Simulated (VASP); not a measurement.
Set up this calculation in VASP 6.6.1, as the native input.

```
Task                   : single point
Functional             : LDA
Potentials or basis    : VASP PAW LDA potentials, release 64 (Ir)
Cutoff                 : 520 eV
k mesh                 : 6 × 6 × 6
Occupations            : fermi-dirac, width 0.1 eV
Spin                   : no spin polarisation
Dipole correction      : no
Further INCAR settings : ALGO = Normal; EDIFF = 1e-07; NBANDS = 10
```

The structure of Ir lies in POSCAR:

```
Ir
1.0
    4.2167040000      0.0000000000      0.0000000000
    0.0000000000      4.2167040000      0.0000000000
    0.0000000000      0.0000000000      4.2167040000
Ir
1
Direct
    0.0000000000      0.0000000000      0.0000000000
```

The input as run:

INCAR

```
SYSTEM = Ir
PREC     = Accurate       ! precision mode
ENCUT    = 520            ! plane-wave cutoff, eV
EDIFF    = 1E-7           ! SCF threshold, eV
ISMEAR   = -1             ! smearing method
SIGMA    = 0.1            ! smearing width, eV
LREAL    = .FALSE.        ! projectors in reciprocal space
LASPH    = .TRUE.         ! aspherical terms in the spheres
NELM     = 80             ! most SCF steps
ALGO     = Normal         ! electronic algorithm
ISIF     = 2              ! what is computed and relaxed
LWAVE    = .FALSE.        ! write WAVECAR
LCHARG   = .TRUE.         ! write CHGCAR
GGA      = CA             ! functional
LELF     = .TRUE.         ! ELF
LVHAR    = .TRUE.       
NBANDS   = 10             ! bands
```

KPOINTS

```
regular mesh
0
G
  6 6 6
  0 0 0
```

Potentials or basis: VASP PAW LDA potentials, release 64 (Ir).

Run with:

```bash
$ cat potpaw_LDA.64/Ir/POTCAR > POTCAR
$ mpirun -np 1 vasp_std > vasp.out
```

It gave:

```json
{"Pressure": "-5.7 GPa"}
```

Run time: 9 s on 1 thread of Intel Xeon 8259CL, on a shared host, peak memory 0.15 GiB.
